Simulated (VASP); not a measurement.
A run of VASP 6.6.1:

Contents of INCAR:

```
SYSTEM = HfB
ALGO = Normal
EDIFF = 1E-6
ENCUT = 520
GGA = PS
ISIF = 2
ISMEAR = 0
LASPH = .TRUE.
LCHARG = .FALSE.
LREAL = .FALSE.
LWAVE = .FALSE.
NBANDS = 14
NELM = 80
PREC = Accurate
SIGMA = 0.15
```

Contents of KPOINTS:

```
k-points
0
G
  16 16 16
  0 0 0
```

File POSCAR:

```
HfB
1.0
    0.0000000000      2.3936993068      2.3936993068
    2.3936993068      0.0000000000      2.3936993068
    2.3936993068      2.3936993068      0.0000000000
Hf B
1 1
Direct
    0.5000000000      0.5000000000      0.5000000000
    0.0000000000      0.0000000000      0.0000000000
```

Potentials or basis: VASP PAW PBE potentials, release 64 (Hf_pv, B).

The run is started by

```sh
$ cat potpaw_PBE.64/Hf_pv/POTCAR potpaw_PBE.64/B/POTCAR > POTCAR
$ mpirun -np 1 vasp_std > vasp.out
```

Hardware: 1 thread of Intel(R) Xeon(R) Platinum 8375C CPU @ 2.90GHz (Ice Lake), on a shared host.

Question: How long does it take, and how much memory?

Answer: Wall time 74 s on 1 thread of Intel(R) Xeon(R) Platinum 8375C CPU @ 2.90GHz (Ice Lake), on a shared host, peak memory 0.2 GiB. Counts: scf iterations 11, k points 145.
